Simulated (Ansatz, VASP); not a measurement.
# EuO in VASP and in Ansatz

```xyz
2
Lattice="0.0000 2.5720 2.5720 2.5720 0.0000 2.5720 2.5720 2.5720 0.0000" Properties=species:S:1:pos:R:3 pbc="T T T"
Eu    0.0000    0.0000    0.0000
O     2.5720    2.5720    2.5720
```

Alike in both runs: task single point; functional PBE; k mesh 6 × 6 × 6; occupations gaussian, width 0.1 eV; collinear spin.

|  | VASP | Ansatz |
| --- | --- | --- |
| version | VASP 6.6.1 | Ansatz 0.2.0 |
| potentials or method | VASP PAW PBE potentials, release 64 (Eu, O), cutoff 600 eV | scalar-relativistic, plane waves, PAW |
| valence electrons in the cell | 23 | 23 |

```csv
,VASP,Ansatz,Ansatz less VASP
gap on the k mesh at the Fermi level (eV),none,none,-
pressure (GPa),-4.5,-4.2,+0.31
net moment per atom (μB),3.49,3.49,0.000
size of the moment on the site where the two differ most (μB),6.59,6.62,+0.027
```

Site moments also hang on the region over which each program counts them. A gap of «none» marks a metal or a gap that the smearing closes. The functional is the same, so the differences come from potentials, cutoffs and numerics.

Neither program's run includes spin-orbit coupling.
